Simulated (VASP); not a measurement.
Runs of VASP 6.6.1 on Al. The structure is that of space group Fm-3m (No. 225), or close to it. The cells are those of the table. 

```csv
cell,k mesh,gap on the mesh (eV),pressure (GPa)
"a = 2.907 Å, angles 60.0°, 1 atom",18 × 18 × 18,none,-6.6
"a = 2.871 Å, angles 60.0°, 1 atom",18 × 18 × 18,none,(b)
"a = 2.788 Å, angles 60.0°, 1 atom",18 × 18 × 18,none,2.7
"a = 2.729 Å, angles 60.0°, 1 atom",18 × 18 × 18,none,10.0
"a = 2.864 Å, angles 60.0°, 1 atom",8 × 8 × 8,none,-3.8
"a = 2.844 Å, angles 60.0°, 1 atom",18 × 18 × 18,none,-2.4
"a = 2.759 Å, angles 60.0°, 1 atom",18 × 18 × 18,none,(c)
"a = 2.816 Å, angles 60.0°, 1 atom",18 × 18 × 18,none,(a)
```

Alike in all rows: task single point; level PBE+D3(BJ); potentials or basis VASP PAW PBE potentials, release 64 (Al); no spin polarisation; cutoff (eV) 520; smearing gaussian 0.1 eV.

Fill in the values left out.

(a) -0.1; (b) -4.4; (c) 6.0.

Caveats: pairwise dispersion overbinds metals, which lowers pressure and volume.

A gap of «none» marks levels without a gap at the run's occupations.
